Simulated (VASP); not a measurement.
# Sr (Fm-3m) in VASP: single point with PBE

Aim: the single point of Sr with PBE.

All numbers are computed with VASP 6.6.1; they aren't measurements. Logs are shortened: lines on timing, memory, paths and dates and some standing lists are left out, and cuts for length are marked.

## 1. The cell of the first run

The structure is cubic, space group Fm-3m (No. 225). Conventional cell: a = 6.204 Å, b = 6.204 Å, c = 6.204 Å, α = 90.00°, β = 90.00°, γ = 90.00°. Within 5.8 Å of Sr (site symmetry m-3m) lie 12 Sr at 4.39 Å.

## 2. Single point, PBE (59.70 Å³/atom)

Input file INCAR:

```
SYSTEM = Sr
PREC     = Accurate       ! precision mode
ENCUT    = 520            ! plane-wave cutoff, eV
EDIFF    = 1E-6           ! SCF threshold, eV
ISMEAR   = -1             ! smearing method
SIGMA    = 0.08           ! smearing width, eV
LREAL    = .False.        ! projectors in reciprocal space
LASPH    = .True.         ! aspherical terms in the spheres
NELM     = 60             ! most SCF steps
ALGO     = Normal         ! electronic algorithm
ISIF     = 2              ! what is computed and relaxed
LWAVE    = .False.        ! write WAVECAR
LCHARG   = .True.         ! write CHGCAR
GGA      = PE             ! functional
LELF     = .True.         ! ELF
LVHAR    = .True.       
NBANDS   = 11             ! bands
```

Input file KPOINTS:

```
Automatic mesh
0
Gamma
  10 10 10
  0 0 0
```

Input file POSCAR:

```
Sr
1.0
    0.0000000000      3.1020190703      3.1020190703
    3.1020190703      0.0000000000      3.1020190703
    3.1020190703      3.1020190703      0.0000000000
Sr
1
Direct
    0.0000000000      0.0000000000      0.0000000000
```

Potentials or basis: VASP PAW PBE potentials, release 64 (Sr_sv).

Run with:

```bash
cat potpaw_PBE.64/Sr_sv/POTCAR > POTCAR
mpirun -np 1 vasp_std > vasp.out
```

OUTCAR:

```text
SYSTEM = Sr
   PREC = Accurate
   ENCUT = 520
   EDIFF = 1E-6
   ISMEAR = -1
   LREAL = .False.
   LASPH = .True.
   NELM = 60
   ISIF = 2
   GGA = PE

 ion  position               nearest neighbor table
   1  0.000  0.000  0.000-

  LATTYP: Found a face centered cubic cell.
 ALAT       =     6.2040381406

  Lattice vectors:

 A1 = (   0.0000000000,   3.1020190703,   3.1020190703)
 A2 = (   3.1020190703,   0.0000000000,   3.1020190703)
 A3 = (   3.1020190703,   3.1020190703,   0.0000000000)

Analysis of symmetry for initial positions (statically):
=====================================================================
 Subroutine PRICEL returns:
 Original cell was already a primitive cell.

 Routine SETGRP: Setting up the symmetry group for a
 face centered cubic supercell.

 Subroutine GETGRP returns: Found 48 space group operations
 (whereof 48 operations were pure point group operations)
 out of a pool of 48 trial point group operations.

The static configuration has the point symmetry O_h .

Analysis of symmetry for dynamics (positions and initial velocities):
=====================================================================
 Subroutine PRICEL returns:
 Original cell was already a primitive cell.

 Routine SETGRP: Setting up the symmetry group for a
 face centered cubic supercell.

 Subroutine GETGRP returns: Found 48 space group operations
 (whereof 48 operations were pure point group operations)
 out of a pool of 48 trial point group operations.

The dynamic configuration has the point symmetry O_h .

 Subroutine INISYM returns: Found 48 space group operations
 (whereof 48 operations are pure point group operations),
 and found     1 'primitive' translations

----------------------------------------------------------------------------------------

                                     Primitive cell

  volume of cell :      59.6985

  direct lattice vectors                    reciprocal lattice vectors
     0.000000000  3.102019070  3.102019070    -0.161185340  0.161185340  0.161185340
     3.102019070  0.000000000  3.102019070     0.161185340 -0.161185340  0.161185340
     3.102019070  3.102019070  0.000000000     0.161185340  0.161185340 -0.161185340

  length of vectors
     4.386917440  4.386917440  4.386917440     0.279181199  0.279181199  0.279181199

  position of ions in fractional coordinates (direct lattice)
     0.000000000  0.000000000  0.000000000

  ion indices of the primitive-cell ions
   primitive index   ion index
                 1           1

----------------------------------------------------------------------------------------

 KPOINTS: Automatic mesh

Automatic generation of k-mesh.
 Grid dimensions read from file:
 generate k-points for:   10   10   10

 Generating k-lattice:

  Cartesian coordinates                     Fractional coordinates (reciprocal lattice)
    -0.016118534  0.016118534  0.016118534     0.100000000  0.000000000  0.000000000
     0.016118534 -0.016118534  0.016118534     0.000000000  0.100000000  0.000000000
     0.016118534  0.016118534 -0.016118534     0.000000000  0.000000000  0.100000000

  Length of vectors
     0.027918120  0.027918120  0.027918120

  Shift w.r.t. Gamma in fractional coordinates (k-lattice)
     0.000000000  0.000000000  0.000000000

 Subroutine IBZKPT returns following result:
 ===========================================

 Found     47 irreducible k-points:

 Following reciprocal coordinates:
            Coordinates               Weight
  0.000000  0.000000  0.000000      1.000000
  0.100000  0.000000  0.000000      8.000000
  0.200000  0.000000  0.000000      8.000000
  0.300000  0.000000  0.000000      8.000000
  0.400000  0.000000  0.000000      8.000000
  0.500000  0.000000  0.000000      4.000000
[... 16 lines left out ...]
  0.300000  0.300000  0.000000      6.000000
  0.400000  0.300000  0.000000     24.000000
 [... further k-points ...]
   k-points           NKPTS =     47   k-points in BZ     NKDIM =     47   number of bands    NBANDS=     11
   number of dos      NEDOS =    301   number of ions     NIONS =      1
   total plane-waves  NPLWV =  46656
   dimension x,y,z NGX =    36 NGY =   36 NGZ =   36
   dimension x,y,z NGXF=    72 NGYF=   72 NGZF=   72
   ions per type =               1
   NGX,Y,Z   is equivalent  to a cutoff of  13.64, 13.64, 13.64 a.u.
   NGXF,Y,Z  is equivalent  to a cutoff of  27.29, 27.29, 27.29 a.u.
 SYSTEM =  Sr
   PREC   = accura    normal or accurate (medium, high low for compatibility)
   ISTART =      0    job   : 0-new  1-cont  2-samecut
   ICHARG =      2    charge: 1-file 2-atom 10-const
   ISPIN  =      1    spin polarized calculation?
   LNONCOLLINEAR =      F non collinear calculations
   LSORBIT =      F    spin-orbit coupling
   LASPH  =      T    aspherical Exc in radial PAW
   ENCUT  =  520.0 eV  38.22 Ry    6.18 a.u.   8.16  8.16  8.16*2*pi/ulx,y,z
   NELM   =     60;   NELMIN=  2; NELMDL= -5     # of ELM steps
   EDIFF  = 0.1E-05   stopping-criterion for ELM
   LREAL  =      F    real-space projection
   EDIFFG = 0.1E-04   stopping-criterion for IOM
   NSW    =      0    number of steps for IOM
   IBRION =     -1    ionic relax: 0-MD 1-quasi-New 2-CG
   NFREE  =      0    steps in history (QN), initial steepest desc. (CG)
   ISIF   =      2    stress and relaxation
   ISYM   =      2    0-nonsym 1-usesym 2-fastsym
   POTIM  = 0.5000    time-step for ionic-motion
   TEBEG  =    0.0;   TEEND  =   0.0 temperature during run
   PSTRESS=    0.0 pullay stress
   NELECT =      10.0000    total number of electrons
   NUPDOWN=      -1.0000    fix difference up-down
   EMIN   =  10.00;   EMAX   =-10.00  energy-range for DOS
   EFERMI =   0.00;   METHOD = LEGACY
   ISMEAR =    -1;   SIGMA  =   0.08  broadening in eV -4-tet -1-fermi 0-gaus
   EFERMI_NEDOS =   21; number of points for ismear=-14 and -15
   IALGO  =     38    algorithm
   IMIX   =      4    mixing-type and parameters
     AMIX     =   0.40;   BMIX     =  1.00
     AMIX_MAG =   1.60;   BMIX_MAG =  1.00
  volume/ion in A,a.u.               =      59.70       402.87
  Fermi-wavevector in a.u.,A,eV,Ry     =   0.902444  1.705372 11.080661  0.814406
  Thomas-Fermi vector in A             =   2.025648
   LORBIT       =      0    0 simple, 1 ext, 2 COOP (PROOUT), +10 PAW based schemes
   GGA     = PE    functional components
   LHFCALC =     F    Hartree Fock is set to
   AEXX    =    0.0000 exact exchange contribution
   IVDW    =     0    specifies the selected vdW correction
   LEPSILON=     F    determine dielectric tensor
   LRPA    =     F    only Hartree local field effects (RPA)
 non-spin polarized calculation
  energy-cutoff  :      520.00
  volume of cell :       59.70
 maximum number of plane-waves:      1639
 NGX is ok and might be reduce to    36
   NGX = 17   NGY = 17   NGZ = 17

 number of electron      10.0000000 magnetization

 Free energy of the ion-electron system (eV)
  ---------------------------------------------------
  ext. energy  EPLUGINS =         0.00000000
  ---------------------------------------------------
  free energy    TOTEN  =        -1.63925674 eV

  energy without entropy =       -1.60990596  energy(sigma->0) =       -1.62458135

 E-fermi :   1.2982     XC(G=0):  -7.1070

 val. band max:        1.2896531893   @ k =  -0.4000   0.3000   0.0000
 cond. band min:       1.3127444197   @ k =  -0.3000   0.4000   0.1000
 fundamental gap:      0.0230912304
 Fermi energy:         1.2981825031

 k-point     1 :       0.0000    0.0000    0.0000
  band No.  band energies     occupation
      1     -35.4728      2.00000
      2     -17.3714      2.00000
      3     -17.3714      2.00000
      4     -17.3714      2.00000
      5      -2.2064      2.00000
      6       3.5641      0.00000
      7       3.5641      0.00000
      8       3.5641      0.00000
      9       4.9043      0.00000
     10       4.9043      0.00000
     11       8.1667      0.00000

 k-point     2 :       0.1000    0.0000    0.0000
  band No.  band energies     occupation
      1     -35.4719      2.00000
      2     -17.3855      2.00000
      3     -17.3733      2.00000
      4     -17.3733      2.00000
      5      -2.0578      2.00000
      6       3.3375      0.00000
      7       3.6314      0.00000
      8       3.6314      0.00000
      9       4.8193      0.00000
     10       4.8193      0.00000
     11       8.5332      0.00000

 k-point     3 :       0.2000    0.0000    0.0000
  band No.  band energies     occupation
      1     -35.4696      2.00000
      2     -17.4220      2.00000
      3     -17.3784      2.00000
      4     -17.3784      2.00000
      5      -1.6303      2.00000
      6       2.8278      0.00000
      7       3.7249      0.00000
      8       3.7249      0.00000
      9       4.7615      0.00000
     10       4.7615      0.00000
     11       8.1816      0.00000

 k-point     4 :       0.3000    0.0000    0.0000
  band No.  band energies     occupation
      1     -35.4667      2.00000
      2     -17.4666      2.00000
      3     -17.3847      2.00000
      4     -17.3847      2.00000
      5      -0.9818      2.00000
      6       2.2467      0.00001
      7       3.6375      0.00000
      8       3.6375      0.00000
      9       5.0589      0.00000
     10       5.0589      0.00000
     11       7.3253      0.00000

 k-point     5 :       0.4000    0.0000    0.0000
  band No.  band energies     occupation
      1     -35.4644      2.00000
      2     -17.5022      2.00000
      3     -17.3897      2.00000
      4     -17.3897      2.00000
      5      -0.2355      2.00000
      6       1.6666      0.01981
      7       3.4857      0.00000
      8       3.4857      0.00000
      9       5.5690      0.00000
     10       5.5690      0.00000
     11       6.6918      0.00000
[... 211 lines left out ...]
 k-point    21 :      -0.3000    0.2000    0.0000
  band No.  band energies     occupation
      1     -35.4635      2.00000
      2     -17.4816      2.00000
      3     -17.4257      2.00000
      4     -17.3917      2.00000
      5      -0.0296      2.00000
      6       1.9672      0.00047
      7       2.6955      0.00000
      8       3.8948      0.00000
      9       4.8680      0.00000
     10       6.0246      0.00000
     11       6.7588      0.00000

 k-point    22 :      -0.2000    0.2000    0.0000
  band No.  band energies     occupation
      1     -35.4657      2.00000
      2     -17.4597      2.00000
      3     -17.4119      2.00000
      4     -17.3841      2.00000
      5      -0.7510      2.00000
      6       2.3473      0.00000
      7       3.0446      0.00000
      8       4.0577      0.00000
      9       4.3400      0.00000
     10       5.6876      0.00000
     11       7.6003      0.00000

 k-point    23 :       0.3000    0.3000    0.0000
  band No.  band energies     occupation
      1     -35.4647      2.00000
      2     -17.4623      2.00000
      3     -17.4063      2.00000
      4     -17.4063      2.00000
      5      -0.5952      2.00000
      6       2.1885      0.00003
      7       2.9658      0.00000
      8       4.4552      0.00000
      9       4.4552      0.00000
     10       5.4818      0.00000
     11       8.6850      0.00000

 k-point    24 :       0.4000    0.3000    0.0000
  band No.  band energies     occupation
      1     -35.4628      2.00000
      2     -17.4816      2.00000
      3     -17.4168      2.00000
      4     -17.4123      2.00000
      5      -0.0481      2.00000
      6       1.9731      0.00043
      7       2.6032      0.00000
      8       4.5873      0.00000
      9       4.8948      0.00000
     10       5.7645      0.00000
     11       7.1793      0.00000

 [... further k-points ...]
[... 5 lines left out ...]
  --------------------------------------------------------------------------------------
  -------------------------------------------------------------------------------------
  Total       -0.3136464     -0.3136464     -0.3136464     -0.0000000      0.0000000      0.0000000
  in kB       -8.4175843     -8.4175843     -8.4175843     -0.0000000      0.0000000      0.0000000
  external PRESSURE =      -8.4175843 kB  Pullay stress =       0.0000000 kB

 VOLUME and BASIS-vectors are now :
 -----------------------------------------------------------------------------
  energy-cutoff  :      520.00
  volume of cell :       59.70
      direct lattice vectors                 reciprocal lattice vectors
     0.000000000  3.102019070  3.102019070    -0.161185340  0.161185340  0.161185340
     3.102019070  0.000000000  3.102019070     0.161185340 -0.161185340  0.161185340
     3.102019070  3.102019070  0.000000000     0.161185340  0.161185340 -0.161185340

 POSITION                                       TOTAL-FORCE (eV/Angst)
 -----------------------------------------------------------------------------------
      0.00000      0.00000      0.00000        -0.000000     -0.000000     -0.000000
 -----------------------------------------------------------------------------------
    total drift:                               -0.000000      0.000000      0.000000

  FREE ENERGIE OF THE ION-ELECTRON SYSTEM (eV)
  ---------------------------------------------------
  free  energy   TOTEN  =        -1.6392567399 eV

  energy  without entropy=       -1.6099059595  energy(sigma->0) =       -1.62458135
```

It took 60 s on 1 thread of Intel Xeon 8259CL, shared host; peak memory 0.21 GiB.

What came out:

- Free energy: -1.6393 eV
- Pressure: -0.8 GPa
- Band gap on the k mesh: zero (bands 5 and 6 overlap by 0.09 eV)

The gap in the log of VASP goes by the Fermi energy; the results here count the filled bands.